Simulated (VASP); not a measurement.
# C in VASP: single point with r2SCAN

Aim: the single point of C with r2SCAN.

All numbers are computed with VASP 6.6.1; they aren't measurements. Logs are shortened: lines on timing, memory, paths and dates and some standing lists are left out, and cuts for length are marked.

### 1 The cell of the first run

The cell holds a slab with vacuum, 2 atoms: a = 2.456 Å, b = 2.456 Å, c = 21.033 Å, α = 90.00°, β = 90.00°, γ = 120.00°.

### 2 Single point, r2SCAN

The input, POSCAR:

```
C
1.0
    2.4556490493      0.0000000000      0.0000000000
   -1.2278245247      2.1266544595      0.0000000000
    0.0000000000      0.0000000000     21.0325112062
C
2
Direct
    1.0000000000      0.0000000000      0.6983655618
    0.3333333333      0.6666666667      0.6983521768
```

The input, INCAR.step1:

```
PREC = Accurate
ENCUT = 580
ISMEAR = 0
SIGMA = 0.04
LREAL = F
LASPH = T
NELM = 120
LDIPOL = T
IDIPOL = 3
DIPOL = 0.5 0.5 0.698
NBANDS = 11
GGA = PE
ALGO = Normal
EDIFF = 1E-5
LWAVE = T
LCHARG = F
GGA_COMPAT = F
NELMDL = -8
```

The input, INCAR.step2:

```
PREC = Accurate
ENCUT = 580
EDIFF = 1E-6
ISMEAR = 0
SIGMA = 0.04
LREAL = F
LASPH = T
NELM = 120
ALGO = Normal
ISIF = 2
LWAVE = F
LCHARG = F
LDIPOL = T
IDIPOL = 3
DIPOL = 0.5 0.5 0.698
METAGGA = R2SCAN
LMIXTAU = T
NBANDS = 11
ISTART = 1
GGA_COMPAT = F
```

The input, KPOINTS:

```
regular mesh
0
Gamma
  15 15 1
```

Potentials or basis: VASP PAW PBE potentials, release 64 (C).

On the command line:

```bash
> cat potpaw_PBE.64/C/POTCAR > POTCAR
> cp INCAR.step1 INCAR
> mpirun -np 1 vasp_std > vasp.out
> cp INCAR.step2 INCAR
> mpirun -np 1 vasp_std > vasp.out
```

OUTCAR:

```text
PREC = Accurate
   ENCUT = 580
   EDIFF = 1E-6
   ISMEAR = 0
   LREAL = F
   LASPH = T
   NELM = 120
   ISIF = 2
   METAGGA = R2SCAN
   ISTART = 1

 ion  position               nearest neighbor table
   1  0.000  0.000  0.698-   2 1.42   2 1.42   2 1.42
   2  0.333  0.667  0.698-   1 1.42   1 1.42   1 1.42

  LATTYP: Found a hexagonal cell.
 ALAT       =     2.4556490493
 C/A-ratio  =     8.5649499517

  Lattice vectors:

 A1 = (   2.4556490493,   0.0000000000,   0.0000000000)
 A2 = (  -1.2278245247,   2.1266544595,   0.0000000000)
 A3 = (   0.0000000000,   0.0000000000,  21.0325112062)

Analysis of symmetry for initial positions (statically):
=====================================================================
 Subroutine PRICEL returns:
 Original cell was already a primitive cell.

 Routine SETGRP: Setting up the symmetry group for a
 hexagonal supercell.

 Subroutine GETGRP returns: Found 12 space group operations
 (whereof  6 operations were pure point group operations)
 out of a pool of 24 trial point group operations.

The static configuration has the point symmetry C_3v.
 The point group associated with its full space group is D_3d.

Analysis of symmetry for dynamics (positions and initial velocities):
=====================================================================
 Subroutine PRICEL returns:
 Original cell was already a primitive cell.

 Routine SETGRP: Setting up the symmetry group for a
 hexagonal supercell.

 Subroutine GETGRP returns: Found 12 space group operations
 (whereof  6 operations were pure point group operations)
 out of a pool of 24 trial point group operations.

The dynamic configuration has the point symmetry C_3v.
 The point group associated with its full space group is D_3d.

 Subroutine INISYM returns: Found 12 space group operations
 (whereof  6 operations are pure point group operations),
 and found     1 'primitive' translations

----------------------------------------------------------------------------------------

                                     Primitive cell

  volume of cell :     109.8384

  direct lattice vectors                    reciprocal lattice vectors
     2.455649049  0.000000000  0.000000000     0.407224314  0.235111067  0.000000000
    -1.227824525  2.126654460  0.000000000     0.000000000  0.470222135  0.000000000
     0.000000000  0.000000000 21.032511206     0.000000000  0.000000000  0.047545440

  length of vectors
     2.455649049  2.455649049 21.032511206     0.470222135  0.470222135  0.047545440

  position of ions in fractional coordinates (direct lattice)
     0.000000000  0.000000000  0.698365562
     0.333333333  0.666666667  0.698352177

  ion indices of the primitive-cell ions
   primitive index   ion index
                 1           1
                 2           2

----------------------------------------------------------------------------------------

 KPOINTS: regular mesh

Automatic generation of k-mesh.
 Grid dimensions read from file:
 generate k-points for:   15   15    1

 Generating k-lattice:

  Cartesian coordinates                     Fractional coordinates (reciprocal lattice)
     0.027148288  0.015674071  0.000000000     0.066666667  0.000000000  0.000000000
     0.000000000  0.031348142  0.000000000     0.000000000  0.066666667  0.000000000
     0.000000000  0.000000000  0.047545440     0.000000000  0.000000000  1.000000000

  Length of vectors
     0.031348142  0.031348142  0.047545440

  Shift w.r.t. Gamma in fractional coordinates (k-lattice)
     0.000000000  0.000000000  0.000000000

 Subroutine IBZKPT returns following result:
 ===========================================

 Found     27 irreducible k-points:

 Following reciprocal coordinates:
            Coordinates               Weight
  0.000000  0.000000  0.000000      1.000000
  0.066667  0.000000  0.000000      6.000000
  0.133333  0.000000  0.000000      6.000000
  0.200000  0.000000  0.000000      6.000000
  0.266667  0.000000  0.000000      6.000000
  0.333333  0.000000  0.000000      6.000000
[... 16 lines left out ...]
  0.333333  0.200000  0.000000     12.000000
  0.400000  0.200000  0.000000      6.000000
 [... further k-points ...]
   k-points           NKPTS =     27   k-points in BZ     NKDIM =     27   number of bands    NBANDS=     11
   number of dos      NEDOS =    301   number of ions     NIONS =      2
   total plane-waves  NPLWV =  67200
   dimension x,y,z NGX =    20 NGY =   20 NGZ =  168
   dimension x,y,z NGXF=    40 NGYF=   40 NGZF=  336
   ions per type =               2
   NGX,Y,Z   is equivalent  to a cutoff of  13.54, 13.54, 13.28 a.u.
   NGXF,Y,Z  is equivalent  to a cutoff of  27.08, 27.08, 26.56 a.u.
 SYSTEM =  unknown system
   PREC   = accura    normal or accurate (medium, high low for compatibility)
   ISTART =      1    job   : 0-new  1-cont  2-samecut
   ICHARG =      0    charge: 1-file 2-atom 10-const
   ISPIN  =      1    spin polarized calculation?
   LNONCOLLINEAR =      F non collinear calculations
   LSORBIT =      F    spin-orbit coupling
   LASPH  =      T    aspherical Exc in radial PAW
   ENCUT  =  580.0 eV  42.63 Ry    6.53 a.u.   4.82  4.82 41.30*2*pi/ulx,y,z
   NELM   =    120;   NELMIN=  2; NELMDL=  0     # of ELM steps
   EDIFF  = 0.1E-05   stopping-criterion for ELM
   LREAL  =      F    real-space projection
   EDIFFG = 0.1E-04   stopping-criterion for IOM
   NSW    =      0    number of steps for IOM
   IBRION =     -1    ionic relax: 0-MD 1-quasi-New 2-CG
   NFREE  =      0    steps in history (QN), initial steepest desc. (CG)
   ISIF   =      2    stress and relaxation
   ISYM   =      2    0-nonsym 1-usesym 2-fastsym
   POTIM  = 0.5000    time-step for ionic-motion
   TEBEG  =    0.0;   TEEND  =   0.0 temperature during run
   PSTRESS=    0.0 pullay stress
   NELECT =       8.0000    total number of electrons
   NUPDOWN=      -1.0000    fix difference up-down
   EMIN   =  10.00;   EMAX   =-10.00  energy-range for DOS
   EFERMI =   0.00;   METHOD = LEGACY
   ISMEAR =     0;   SIGMA  =   0.04  broadening in eV -4-tet -1-fermi 0-gaus
   EFERMI_NEDOS =   21; number of points for ismear=-14 and -15
   IALGO  =     38    algorithm
   IMIX   =      4    mixing-type and parameters
     AMIX     =   0.40;   BMIX     =  1.00
     AMIX_MAG =   1.60;   BMIX_MAG =  1.00
  volume/ion in A,a.u.               =      54.92       370.61
  Fermi-wavevector in a.u.,A,eV,Ry     =   0.683681  1.291969  6.359627  0.467419
  Thomas-Fermi vector in A             =   1.763115
   LORBIT       =      0    0 simple, 1 ext, 2 COOP (PROOUT), +10 PAW based schemes
   METAGGA = R2SCAN    functional components
   LHFCALC =     F    Hartree Fock is set to
   AEXX    =    0.0000 exact exchange contribution
   IVDW    =     0    specifies the selected vdW correction
   LEPSILON=     F    determine dielectric tensor
   LRPA    =     F    only Hartree local field effects (RPA)
 non-spin polarized calculation
 Gauss-broadening in eV      SIGMA  =   0.04
  energy-cutoff  :      580.00
  volume of cell :      109.84
 maximum number of plane-waves:      3513
 NGX is ok and might be reduce to    20
   NGX =  9   NGY =  9   NGZ = 83

 number of electron       8.0000000 magnetization

 dipolmoment           0.000000      0.000000     -0.000000 electrons x Angstroem

 Free energy of the ion-electron system (eV)
  ---------------------------------------------------
  ext. energy  EPLUGINS =         0.00000000
  ---------------------------------------------------
  free energy    TOTEN  =       -19.84379320 eV

  energy without entropy =      -19.84339200  energy(sigma->0) =      -19.84359260

 E-fermi :  -2.8287     XC(G=0):  -2.0560

 val. band max:       -2.8287247250   @ k =   0.3333   0.3333   0.0000
 cond. band min:      -2.8287213181   @ k =   0.3333   0.3333   0.0000
 fundamental gap:      0.0000034069
 Fermi energy:        -2.8287230215

 k-point     1 :       0.0000    0.0000    0.0000
  band No.  band energies     occupation
      1     -23.7019      2.00000
      2     -10.9788      2.00000
      3      -6.0642      2.00000
      4      -6.0642      2.00000
      5       0.8021      0.00000
      6       1.5205      0.00000
      7       1.6433      0.00000
      8       2.5524      0.00000
      9       2.9171      0.00000
     10       4.4692      0.00000
     11       5.0012      0.00000

 k-point     2 :       0.0667    0.0000    0.0000
  band No.  band energies     occupation
      1     -23.5901      2.00000
      2     -10.8453      2.00000
      3      -6.5240      2.00000
      4      -6.3034      2.00000
      5       0.9475      0.00000
      6       1.6672      0.00000
      7       1.7908      0.00000
      8       2.6989      0.00000
      9       3.0635      0.00000
     10       4.6148      0.00000
     11       5.1435      0.00000

 k-point     3 :       0.1333    0.0000    0.0000
  band No.  band energies     occupation
      1     -23.2555      2.00000
      2     -10.4468      2.00000
      3      -7.7415      2.00000
      4      -6.9082      2.00000
      5       1.3840      0.00000
      6       2.1069      0.00000
      7       2.2333      0.00000
      8       3.1379      0.00000
      9       3.5029      0.00000
     10       5.0507      0.00000
     11       5.5618      0.00000
[... 267 lines left out ...]
 k-point    23 :       0.3333    0.2000    0.0000
  band No.  band energies     occupation
      1     -18.4732      2.00000
      2     -15.3014      2.00000
      3     -12.1126      2.00000
      4      -5.1401      2.00000
      5      -0.6327      0.00000
      6       7.8622      0.00000
      7       8.3798      0.00000
      8       8.7024      0.00000
      9       8.8748      0.00000
     10       9.3933      0.00000
     11      10.0841      0.00000

 k-point    24 :       0.4000    0.2000    0.0000
  band No.  band energies     occupation
      1     -17.5168      2.00000
      2     -16.3737      2.00000
      3     -12.2555      2.00000
      4      -4.4457      2.00000
      5      -1.4283      0.00000
      6       8.6219      0.00000
      7       9.0923      0.00000
      8       9.7091      0.00000
      9       9.8758      0.00000
     10      10.7702      0.00000
     11      10.9163      0.00000

 [... further k-points ...]

------------------------ aborting loop because EDIFF is reached ----------------------------------------

 vacuum level on the upper side and lower side of the slab       (xc-potential included)        -0.007        -0.007

  FORCE on cell =-STRESS in cart. coord.  units (eV):
  Direction    XX          YY          ZZ          XY          YZ          ZX
  --------------------------------------------------------------------------------------
  -------------------------------------------------------------------------------------
  Total        0.0812142      0.0812142     -0.0406142     -0.0000000      0.0000000     -0.0000000
  in kB        1.1846451      1.1846451     -0.5924262     -0.0000000      0.0000000     -0.0000000
  external PRESSURE =       0.5922880 kB  Pullay stress =       0.0000000 kB

 VOLUME and BASIS-vectors are now :
 -----------------------------------------------------------------------------
  energy-cutoff  :      580.00
  volume of cell :      109.84
      direct lattice vectors                 reciprocal lattice vectors
     2.455649049  0.000000000  0.000000000     0.407224314  0.235111067  0.000000000
    -1.227824525  2.126654460  0.000000000     0.000000000  0.470222135  0.000000000
     0.000000000  0.000000000 21.032511206     0.000000000  0.000000000  0.047545440

 POSITION                                       TOTAL-FORCE (eV/Angst)
 -----------------------------------------------------------------------------------
      0.00000      0.00000     14.68838        -0.000000      0.000000     -0.004849
     -0.00000      1.41777     14.68810         0.000000      0.000000      0.004849
 -----------------------------------------------------------------------------------
    total drift:                                0.000001     -0.000001     -0.000009

  FREE ENERGIE OF THE ION-ELECTRON SYSTEM (eV)
  ---------------------------------------------------
  free  energy   TOTEN  =       -19.8437932046 eV

  energy  without entropy=      -19.8433920032  energy(sigma->0) =      -19.84359260

 vacuum level on the upper side and lower side of the slab         1.433         1.433
```

Run time: 6.5 min. Hardware: 1 thread of AMD EPYC 7R13, shared host; peak memory 0.24 GiB.

Results:

| Quantity | Value |
| --- | --- |
| Free energy | -19.8438 eV |
| Largest force | 0.005 eV/Å |
| Band gap on the k mesh | zero (filled and empty bands touch) |

Forces in eV/Å, atoms in the order of the input:
```
C    0.000  0.000 -0.005
C    0.000  0.000  0.005
```

Caveat: the PAW data sets were made with another functional, which shifts forces and pressure a little.
